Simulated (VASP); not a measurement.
Write the native input for VASP 6.6.1 that does the following.

```yaml
Task: single point
Functional: LDA
Potentials_or_basis: VASP PAW LDA potentials, release 64 (Be, S)
Cutoff: 600 eV
k_mesh: 6 × 6 × 6
Occupations: gaussian, width 0.1 eV
Spin: no spin polarisation
Dipole_correction: no
Further_INCAR_settings: ALGO = Normal; EDIFF = 1e-06; NBANDS = 11
```

The structure of BeS (f.blda) lies in POSCAR:

```
BeS
1.0
    0.0000000000      2.4200000000      2.4200000000
    2.4200000000      0.0000000000      2.4200000000
    2.4200000000      2.4200000000      0.0000000000
Be S
1 1
Direct
    0.0000000000      0.0000000000      0.0000000000
    0.2500000000      0.2500000000      0.2500000000
```

These files were run (other wordings do the same):

INCAR

```
PREC     = Accurate       # precision mode
ENCUT    = 600            # plane-wave cutoff, eV
EDIFF    = 1E-6           # SCF threshold, eV
ISMEAR   = 0              # smearing method
SIGMA    = 0.1            # smearing width, eV
LREAL    = False          # projectors in reciprocal space
LASPH    = True           # aspherical terms in the spheres
NELM     = 120            # most SCF steps
ALGO     = Normal         # electronic algorithm
ISIF     = 2              # what is computed and relaxed
LWAVE    = False          # write WAVECAR
LCHARG   = False          # write CHGCAR
NBANDS   = 11             # bands
GGA_COMPAT= False
```

KPOINTS

```
Automatic mesh
0
Gamma
  6 6 6
```

Potentials or basis: VASP PAW LDA potentials, release 64 (Be, S).

Launch:

```bash
$ cat potpaw_LDA.64/Be/POTCAR potpaw_LDA.64/S/POTCAR > POTCAR
$ mpirun -np 1 vasp_std > vasp.out
```

Results of the run:

| Item | Value |
| --- | --- |
| Pressure | -2.5 GPa |
| Band gap on the k mesh | 2.89 eV, indirect (least direct gap 5.54 eV) |

It took 6.4 s on 1 thread of Intel Xeon 8259CL (shared host), peak memory 0.13 GiB.
